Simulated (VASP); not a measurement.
# Ge: single point with PBE

Crystal: Ge.

```
Ge
1.0
     2.74947    0.00000    0.00000
     0.00000    2.74947    0.00000
     0.00000    0.00000    2.74947
Ge
1
Direct
  0.00000 0.00000 0.00000
```

This cell differs from its parent crystal: volume scaled by 1.04.

| Property | Result |
| --- | --- |
| Program | VASP 6.6.1 |
| Task | single point |
| Functional | PBE |
| Potentials or basis | VASP PAW PBE potentials, release 64 (Ge_d) |
| Cutoff | 520 eV |
| k mesh | 13 × 13 × 13 |
| Occupations | fermi-dirac, width 0.1 eV |
| Spin | no spin polarisation |

```
Pressure               : -2.6 GPa
Band gap on the k mesh : zero (band 7 reaches 11.84 eV, above the bottom of band 8 at 3.32 eV)
```

Levels at points of the mesh, in eV from the Fermi level:
```csv
k point,band 3,band 4,band 5,band 6,band 7,band 8,band 9,band 10,band 11,band 12
"(0.00, 0.00, 0.00)",-24.47,-24.47,-24.47,-12.45,6.30,6.30,6.30,9.81,9.81,11.94
```

Run time: 6 s on 1 thread of Intel Xeon 6975P-C (shared host), peak memory 0.14 GiB.
